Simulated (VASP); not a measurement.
# MgS (R-3m) in VASP: notebook, part 2 of 2

VASP 6.6.1.

**3. Relaxation of the atoms, LDA (equal xy, yz and zx engineering shears of +0.5 %)**

Contents of INCAR:

```
SYSTEM = MgS
PREC = Accurate
ENCUT = 520
EDIFF = 1E-6
ISMEAR = 0
SIGMA = 0.01
LREAL = .FALSE.
LASPH = .TRUE.
NELM = 100
ALGO = Normal
ISIF = 2
LWAVE = .FALSE.
LCHARG = .FALSE.
GGA = CA
IBRION = 2
NSW = 50
EDIFFG = -0.002
```

Contents of KPOINTS:

```
Automatic mesh
0
G
  8 8 8
  0 0 0
```

Contents of POSCAR:

```
MgS
1.0
    0.0128209123      2.5705929079      2.5705929079
    2.5705929079      0.0128209123      2.5705929079
    2.5705929079      2.5705929079      0.0128209123
Mg S
1 1
Direct
    0.0000000000      0.0000000000      0.0000000000
    0.5000000000      0.5000000000      0.5000000000
```

Potentials or basis: VASP PAW LDA potentials, release 64 (Mg, S).

Started as:

```bash
$ cat potpaw_LDA.64/Mg/POTCAR potpaw_LDA.64/S/POTCAR > POTCAR
$ mpirun -np 1 vasp_std > vasp.out
```

OUTCAR:

```text
SYSTEM = MgS
   PREC = Accurate
   ENCUT = 520
   EDIFF = 1E-6
   ISMEAR = 0
   LREAL = .FALSE.
   LASPH = .TRUE.
   NELM = 100
   ISIF = 2
   GGA = CA
   IBRION = 2
   NSW = 50
   EDIFFG = -0.002

 ion  position               nearest neighbor table
   1  0.000  0.000  0.000-   2 2.56   2 2.56   2 2.56   2 2.56   2 2.56   2 2.56
   2  0.500  0.500  0.500-   1 2.56   1 2.56   1 2.56   1 2.56   1 2.56   1 2.56

  LATTYP: Found a trigonal (rhomboedric) cell.
 ALAT       =     3.6353899615
 COS(alpha) =     0.5049812504

  Lattice vectors:

 A1 = (   0.0128209123,   2.5705929079,   2.5705929079)
 A2 = (   2.5705929079,   0.0128209123,   2.5705929079)
 A3 = (   2.5705929079,   2.5705929079,   0.0128209123)

Analysis of symmetry for initial positions (statically):
=====================================================================
 Subroutine PRICEL returns:
 Original cell was already a primitive cell.

 Routine SETGRP: Setting up the symmetry group for a
 trigonal (rhombohedral) supercell.

 Subroutine GETGRP returns: Found 12 space group operations
 (whereof 12 operations were pure point group operations)
 out of a pool of 12 trial point group operations.

The static configuration has the point symmetry D_3d.

Analysis of symmetry for dynamics (positions and initial velocities):
=====================================================================
 Subroutine PRICEL returns:
 Original cell was already a primitive cell.

 Routine SETGRP: Setting up the symmetry group for a
 trigonal (rhombohedral) supercell.

 Subroutine GETGRP returns: Found 12 space group operations
 (whereof 12 operations were pure point group operations)
 out of a pool of 12 trial point group operations.

The dynamic configuration has the point symmetry D_3d.

 Subroutine INISYM returns: Found 12 space group operations
 (whereof 12 operations are pure point group operations),
 and found     1 'primitive' translations

----------------------------------------------------------------------------------------

                                     Primitive cell

  volume of cell :      33.7185

  direct lattice vectors                    reciprocal lattice vectors
     0.012820912  2.570592908  2.570592908    -0.195968907  0.194996356  0.194996356
     2.570592908  0.012820912  2.570592908     0.194996356 -0.195968907  0.194996356
     2.570592908  2.570592908  0.012820912     0.194996356  0.194996356 -0.195968907

  length of vectors
     3.635389961  3.635389961  3.635389961     0.338306030  0.338306030  0.338306030

  position of ions in fractional coordinates (direct lattice)
     0.000000000  0.000000000  0.000000000
     0.500000000  0.500000000  0.500000000

  ion indices of the primitive-cell ions
   primitive index   ion index
                 1           1
                 2           2

----------------------------------------------------------------------------------------

 KPOINTS: Automatic mesh

Automatic generation of k-mesh.
 Grid dimensions read from file:
 generate k-points for:    8    8    8

 Generating k-lattice:

  Cartesian coordinates                     Fractional coordinates (reciprocal lattice)
    -0.024496113  0.024374545  0.024374545     0.125000000  0.000000000 -0.000000000
     0.024374545 -0.024496113  0.024374545     0.000000000  0.125000000 -0.000000000
     0.024374545  0.024374545 -0.024496113     0.000000000  0.000000000  0.125000000

  Length of vectors
     0.042288254  0.042288254  0.042288254

  Shift w.r.t. Gamma in fractional coordinates (k-lattice)
     0.000000000  0.000000000  0.000000000

 Subroutine IBZKPT returns following result:
 ===========================================

 Found     65 irreducible k-points:

 Following reciprocal coordinates:
            Coordinates               Weight
  0.000000  0.000000  0.000000      1.000000
  0.125000  0.000000  0.000000      6.000000
  0.250000  0.000000  0.000000      6.000000
  0.375000  0.000000  0.000000      6.000000
  0.500000  0.000000  0.000000      3.000000
  0.125000  0.125000  0.000000      6.000000
[... 16 lines left out ...]
  0.250000  0.125000  0.125000      6.000000
  0.375000  0.125000  0.125000      6.000000
 [... further k-points ...]
   k-points           NKPTS =     65   k-points in BZ     NKDIM =     65   number of bands    NBANDS=      8
   number of dos      NEDOS =    301   number of ions     NIONS =      2
   total plane-waves  NPLWV =  21952
   dimension x,y,z NGX =    28 NGY =   28 NGZ =   28
   dimension x,y,z NGXF=    56 NGYF=   56 NGZF=   56
   ions per type =               1   1
   NGX,Y,Z   is equivalent  to a cutoff of  12.80, 12.80, 12.80 a.u.
   NGXF,Y,Z  is equivalent  to a cutoff of  25.61, 25.61, 25.61 a.u.
 SYSTEM =  MgS
   PREC   = accura    normal or accurate (medium, high low for compatibility)
   ISTART =      0    job   : 0-new  1-cont  2-samecut
   ICHARG =      2    charge: 1-file 2-atom 10-const
   ISPIN  =      1    spin polarized calculation?
   LNONCOLLINEAR =      F non collinear calculations
   LSORBIT =      F    spin-orbit coupling
   LASPH  =      T    aspherical Exc in radial PAW
   ENCUT  =  520.0 eV  38.22 Ry    6.18 a.u.   6.76  6.76  6.76*2*pi/ulx,y,z
   NELM   =    100;   NELMIN=  2; NELMDL= -5     # of ELM steps
   EDIFF  = 0.1E-05   stopping-criterion for ELM
   LREAL  =      F    real-space projection
   EDIFFG = -.2E-02   stopping-criterion for IOM
   NSW    =     50    number of steps for IOM
   IBRION =      2    ionic relax: 0-MD 1-quasi-New 2-CG
   NFREE  =      1    steps in history (QN), initial steepest desc. (CG)
   ISIF   =      2    stress and relaxation
   ISYM   =      2    0-nonsym 1-usesym 2-fastsym
   POTIM  = 0.5000    time-step for ionic-motion
   TEBEG  =    0.0;   TEEND  =   0.0 temperature during run
   PSTRESS=    0.0 pullay stress
   NELECT =       8.0000    total number of electrons
   NUPDOWN=      -1.0000    fix difference up-down
   EMIN   =  10.00;   EMAX   =-10.00  energy-range for DOS
   EFERMI =   0.00;   METHOD = LEGACY
   ISMEAR =     0;   SIGMA  =   0.01  broadening in eV -4-tet -1-fermi 0-gaus
   EFERMI_NEDOS =   21; number of points for ismear=-14 and -15
   IALGO  =     38    algorithm
   IMIX   =      4    mixing-type and parameters
     AMIX     =   0.40;   BMIX     =  1.00
     AMIX_MAG =   1.60;   BMIX_MAG =  1.00
  volume/ion in A,a.u.               =      16.86       113.77
  Fermi-wavevector in a.u.,A,eV,Ry     =   1.013480  1.915200 13.975118  1.027142
  Thomas-Fermi vector in A             =   2.146651
   LORBIT       =      0    0 simple, 1 ext, 2 COOP (PROOUT), +10 PAW based schemes
   GGA     = CA    functional components
   LHFCALC =     F    Hartree Fock is set to
   AEXX    =    0.0000 exact exchange contribution
   IVDW    =     0    specifies the selected vdW correction
   LEPSILON=     F    determine dielectric tensor
   LRPA    =     F    only Hartree local field effects (RPA)
 conjugate gradient relaxation of ions
 non-spin polarized calculation
 Gauss-broadening in eV      SIGMA  =   0.01
  energy-cutoff  :      520.00
  volume of cell :       33.72
 maximum number of plane-waves:       934
   NGX = 13   NGY = 13   NGZ = 13

 number of electron       7.9999999 magnetization

 Free energy of the ion-electron system (eV)
  ---------------------------------------------------
  ext. energy  EPLUGINS =         0.00000000
  ---------------------------------------------------
  free energy    TOTEN  =        -9.59164315 eV

  energy without entropy =       -9.59164315  energy(sigma->0) =       -9.59164315

 E-fermi :   4.0782     XC(G=0): -10.1681

 val. band max:        4.0062348998   @ k =   0.0000   0.0000   0.0000
 cond. band min:       6.6309985876   @ k =   0.5000   0.5000   0.0000
 fundamental gap:      2.6247636878
 Fermi energy:         4.0782268380

 k-point     1 :       0.0000    0.0000    0.0000
  band No.  band energies     occupation
      1      -8.9151      2.00000
      2       3.9340      2.00000
      3       4.0062      2.00000
      4       4.0062      2.00000
      5       7.8235      0.00000
      6      11.7031      0.00000
      7      11.8316      0.00000
      8      11.8316      0.00000
[... 243 lines left out ...]
 k-point    24 :       0.3750    0.1250    0.1250
  band No.  band energies     occupation
      1      -8.0020      2.00000
      2       0.4858      2.00000
      3       2.6359      2.00000
      4       3.6312      2.00000
      5       9.6252      0.00000
      6      11.0363      0.00000
      7      11.5679      0.00000
      8      12.2441      0.00000

 [... further k-points ...]

------------------------ aborting loop because EDIFF is reached ----------------------------------------

  FORCE on cell =-STRESS in cart. coord.  units (eV):
  Direction    XX          YY          ZZ          XY          YZ          ZX
  --------------------------------------------------------------------------------------
  -------------------------------------------------------------------------------------
  Total       -0.1168704     -0.1168704     -0.1168704     -0.0603032     -0.0603032     -0.0603032
  in kB       -5.5532407     -5.5532407     -5.5532407     -2.8653793     -2.8653793     -2.8653793
  external PRESSURE =      -5.5532407 kB  Pullay stress =       0.0000000 kB

 VOLUME and BASIS-vectors are now :
 -----------------------------------------------------------------------------
  energy-cutoff  :      520.00
  volume of cell :       33.72
      direct lattice vectors                 reciprocal lattice vectors
     0.012820912  2.570592908  2.570592908    -0.195968907  0.194996356  0.194996356
     2.570592908  0.012820912  2.570592908     0.194996356 -0.195968907  0.194996356
     2.570592908  2.570592908  0.012820912     0.194996356  0.194996356 -0.195968907

 POSITION                                       TOTAL-FORCE (eV/Angst)
 -----------------------------------------------------------------------------------
      0.00000      0.00000      0.00000         0.000000      0.000000     -0.000000
      2.57700      2.57700      2.57700        -0.000000     -0.000000      0.000000
 -----------------------------------------------------------------------------------
    total drift:                                0.000000      0.000000      0.000000

  FREE ENERGIE OF THE ION-ELECTRON SYSTEM (eV)
  ---------------------------------------------------
  free  energy   TOTEN  =        -9.5916431547 eV

  energy  without entropy=       -9.5916431547  energy(sigma->0) =       -9.59164315

 reached required accuracy - stopping structural energy minimisation
```

OSZICAR:

```text
N       E                     dE             d eps       ncg     rms          rms(c)
DAV:   1     0.214106410279E+02    0.21411E+02   -0.38087E+03  1080   0.819E+02
DAV:   2    -0.911585355184E+01   -0.30526E+02   -0.29043E+02  1424   0.107E+02
DAV:   3    -0.100123380150E+02   -0.89648E+00   -0.89648E+00  1320   0.253E+01
DAV:   4    -0.100155870965E+02   -0.32491E-02   -0.32491E-02  1608   0.169E+00
DAV:   5    -0.100155904944E+02   -0.33980E-05   -0.33982E-05  1344   0.487E-02    0.460E+00
DAV:   6    -0.964585294901E+01    0.36974E+00   -0.95223E-01  1104   0.477E+00    0.354E+00
DAV:   7    -0.959654823695E+01    0.49305E-01   -0.21039E-01  1376   0.234E+00    0.222E+00
DAV:   8    -0.959185435668E+01    0.46939E-02   -0.95364E-03  1304   0.742E-01    0.795E-01
DAV:   9    -0.959164982682E+01    0.20453E-03   -0.51859E-04  1256   0.164E-01    0.243E-01
DAV:  10    -0.959164362157E+01    0.62052E-05   -0.22127E-05  1552   0.301E-02    0.820E-02
DAV:  11    -0.959164315466E+01    0.46691E-06   -0.43416E-06  1200   0.124E-02
   1 F= -.95916432E+01 E0= -.95916432E+01  d E =-.959164E+01
```

It took 24 s on 1 thread of Intel Xeon 8259CL, shared host; peak memory 0.15 GiB.

What came out:

```yaml
Free_energy: -9.5916 eV
Pressure_after_relaxing: -0.6 GPa
Band_gap_on_the_k_mesh: 2.62 eV (least direct gap 3.82 eV)
```

Final structure:
```
Mg S
1.0
     0.01282    2.57059    2.57059
     2.57059    0.01282    2.57059
     2.57059    2.57059    0.01282
Mg S
1 1
Direct
  0.00000 0.00000 0.00000
  0.50000 0.50000 0.50000
```

Levels at points of the mesh, in eV from the valence-band top:
```
           k point  band 2  band 3  band 4  band 5  band 6  band 7
(0.00, 0.00, 0.00)   -0.07    0.00    0.00    3.82    7.70    7.83
(0.50, 0.00, 0.00)   -5.16   -0.70   -0.66    4.40    6.72    6.78
(0.50, 0.50, 0.00)   -4.51   -1.87   -1.80    2.62    4.09   12.20
(0.50, 0.50, 0.50)   -5.19   -0.63   -0.63    4.47    6.83    6.83
```

Caveat: the cell differs from its parent crystal (equal xy, yz and zx engineering shears of +0.5 %); the relaxation stopped at its first step, so nothing moved.
